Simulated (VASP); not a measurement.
Write the native input for VASP 6.6.1 that does the following.

| Item | Value |
| --- | --- |
| Task | single point |
| Functional | PBE |
| Potentials or basis | VASP PAW PBE potentials, release 64 (Ta_sv_GW, N) |
| Cutoff | 700 eV |
| k mesh | 7 × 7 × 4 |
| Occupations | gaussian, width 0.05 eV |
| Spin | collinear spin, zero start |
| Starting moments | [0.0, 0.0, 0.0, 0.0] μB |
| Fixed moment | 0 μB |
| Hubbard terms | Ta d U = 7.0 eV |
| Dipole correction | no |
| Further INCAR settings | ALGO = Normal; EDIFF = 1e-06; NBANDS = 30 |

The structure of TaN lies in POSCAR:

```
TaN
1.0
    3.0480018400      0.0000000000      0.0000000000
   -1.5240009200      2.6396470300      0.0000000000
    0.0000000000      0.0000000000      4.9179997800
Ta N
2 2
Direct
    0.0000000000      0.0000000000      0.0000000000
    0.0000000000      0.0000000000      0.5000000000
    0.3333333333      0.6666666667      0.2500000000
    0.6666666667      0.3333333333      0.7500000000
```

One way to write it, as run:

INCAR

```
SYSTEM = TaN
PREC = Accurate
ENCUT = 700
EDIFF = 1E-6
ISMEAR = 0
SIGMA = 0.05
LREAL = .FALSE.
LASPH = .TRUE.
NELM = 200
ALGO = Normal
ISIF = 2
LWAVE = .FALSE.
LCHARG = .FALSE.
ISPIN = 2
MAGMOM = 0 0 0 0
LORBIT = 11
NUPDOWN = 0.0
LMAXMIX = 4
LDAU = .TRUE.
LDAUTYPE = 2
LDAUL = 2 -1
LDAUU = 7 0
LDAUJ = 0 0
LDAUPRINT = 1
GGA = PE
NBANDS = 30
GGA_COMPAT = .FALSE.
```

KPOINTS

```
regular mesh
0
G
  7 7 4
  0 0 0
```

Potentials or basis: VASP PAW PBE potentials, release 64 (Ta_sv_GW, N).

The run is started by

```console
$ cat potpaw_PBE.64/Ta_sv_GW/POTCAR potpaw_PBE.64/N/POTCAR > POTCAR
$ mpirun -np 1 vasp_std > vasp.out
```

Results of the run:

| Item | Value |
| --- | --- |
| Pressure | 87.6 GPa |
| Net moment | 0.00 μB per cell |
| Valence electrons inside the program's atomic spheres | Ta 11.92; N 3.85 |

Caveat: the stress differs along the axes, from 56 to 151 GPa; the total moment is fixed, so each spin has its own Fermi level.

It took 78 s on 1 thread of AMD EPYC 9R14 (Zen 4), on a shared host, peak memory 0.22 GiB.
